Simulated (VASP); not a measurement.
Input of a VASP 6.6.1 run:

The input INCAR:

```
SYSTEM = Nb
PREC = Accurate
ENCUT = 520
EDIFF = 1E-6
ISMEAR = 1
SIGMA = 0.1
LREAL = .FALSE.
LASPH = .TRUE.
NELM = 60
ALGO = Normal
ISIF = 2
LWAVE = .FALSE.
LCHARG = .FALSE.
LDIPOL = .TRUE.
IDIPOL = 3
DIPOL = 0.5 0.5 0.500
GGA = PE
NBANDS = 104
```

The input KPOINTS:

```
Automatic mesh
0
G
  8 8 1
  0 0 0
```

POSCAR

```
Nb
1.0
    4.6797119451      0.0000000003      0.0000000000
    2.3398559723      4.0527494270      0.0000000000
    0.0000000000      0.0000000000     28.4181486080
Nb
14
Direct
    0.6666666667      0.6666666667      0.2939640222
    0.0000000000      0.0000000000      0.3184718684
    0.3333333333      0.3333333333      0.3471276307
    0.6666666667      0.6666666667      0.3845249003
    0.0000000000      0.0000000000      0.4154749247
    0.3333333333      0.3333333333      0.4498128196
    0.6666666667      0.6666666667      0.4847181097
    0.0000000000      0.0000000000      0.5152818517
    0.3333333333      0.3333333333      0.5501871620
    0.6666666667      0.6666666667      0.5845251247
    0.0000000000      0.0000000000      0.6154752267
    0.3333333333      0.3333333333      0.6528723304
    0.6666666667      0.6666666667      0.6815280057
    0.0000000000      0.0000000000      0.7060360231
```

Potentials or basis: VASP PAW PBE potentials, release 64 (Nb_sv).

Run with:

```console
$ cat potpaw_PBE.64/Nb_sv/POTCAR > POTCAR
$ mpirun -np 1 vasp_std > vasp.out
```

**Question.** What does it give for the largest force?

**Answer.** 0.028 eV/Å.

**Question.** Predict the band gap on the k mesh.

**Answer.** Zero (bands 91 and 92 overlap by 0.17 eV).

Forces in eV/Å, atoms in the order of the input:
```
Nb   0.000  0.000 -0.006
Nb   0.000  0.000  0.028
Nb   0.000  0.000 -0.008
Nb   0.000  0.000  0.007
Nb   0.000  0.000  0.003
Nb   0.000  0.000  0.010
Nb   0.000  0.000  0.012
Nb   0.000  0.000 -0.012
Nb   0.000  0.000 -0.010
Nb   0.000  0.000 -0.003
Nb   0.000  0.000 -0.007
Nb   0.000  0.000  0.008
Nb   0.000  0.000 -0.028
Nb   0.000  0.000  0.006
```
